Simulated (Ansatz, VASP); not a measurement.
## Two plane-wave programs on Si2Mo

INCAR

```
SYSTEM = Si2Mo
PREC = Accurate
ENCUT = 520
EDIFF = 1E-6
ISMEAR = 0
SIGMA = 0.1
LREAL = .FALSE.
LASPH = .TRUE.
NELM = 150
ALGO = Normal
ISIF = 2
LWAVE = .FALSE.
LCHARG = .FALSE.
ISPIN = 2
MAGMOM = 0 0 1
LORBIT = 11
LMAXMIX = 4
GGA = PE
NBANDS = 22
```

KPOINTS

```
regular mesh
0
G
  6 6 4
  0 0 0
```

POSCAR

```
Si2Mo
1.0
    3.4869080984      0.0000000000      0.0000000000
    0.0000000000      3.4869080984      0.0000000000
    0.0000000000      0.0000000000      4.7531821630
Si Mo
2 1
Direct
    0.0000000000      0.0000000000      0.0000000000
    0.5000000000      0.5000000000      0.5000000000
    0.5000000000      0.5000000000      0.0000000000
```

Input for Ansatz:

```yaml
crystal:
  lattice:
    - [3.4869080984, 0.0, 0.0]
    - [0.0, 3.4869080984, 0.0]
    - [0.0, 0.0, 4.753182163]
  atoms:
    - { symbol: Si, position: [0.0, 0.0, 0.0] }
    - { symbol: Si, position: [0.5, 0.5, 0.5] }
    - { symbol: Mo, position: [0.5, 0.5, 0.0], spin: 1.0 }
basis:
  ecutwfc: 420
kpoints:
  mp_grid: { grid: [6, 6, 4] }
hamiltonian:
  xc: pbe
scf:
  occupations: { method: gaussian, width: 0.1 }
  lower_state_search: "off"
output:
  forces: true
  stress: true
  eigenvalues: true
  populations: true
magnetization:
  spin_polarized: true
```

Alike in both runs: task single point; functional PBE; k mesh 6 × 6 × 4; occupations gaussian, width 0.1 eV; collinear spin.

|  | VASP | Ansatz |
| --- | --- | --- |
| version | VASP 6.6.1 | Ansatz 0.2.0 |
| potentials or method | VASP PAW PBE potentials, release 64 (Si, Mo_sv), cutoff 520 eV | scalar-relativistic, plane waves, PAW |
| valence electrons in the cell | 22 | 22 |

VASP gave:

* gap on the k mesh at the Fermi level (eV): none
* pressure (GPa): 0.2
* traceless stress, the component that is largest in VASP (GPa): 0.21
* net moment per atom (μB): 0.00

**Question.** Which values does Ansatz return?

**Answer.** gap on the k mesh at the Fermi level (eV): none; pressure (GPa): 0.1; traceless stress, the component that is largest in VASP (GPa): 0.19; net moment per atom (μB): 0.00.

A gap of «none» marks a metal or a gap that the smearing closes. With one functional, cell and mesh, what is left measures potentials, basis and numerics. Ansatz's warnings: seeded moment not kept.
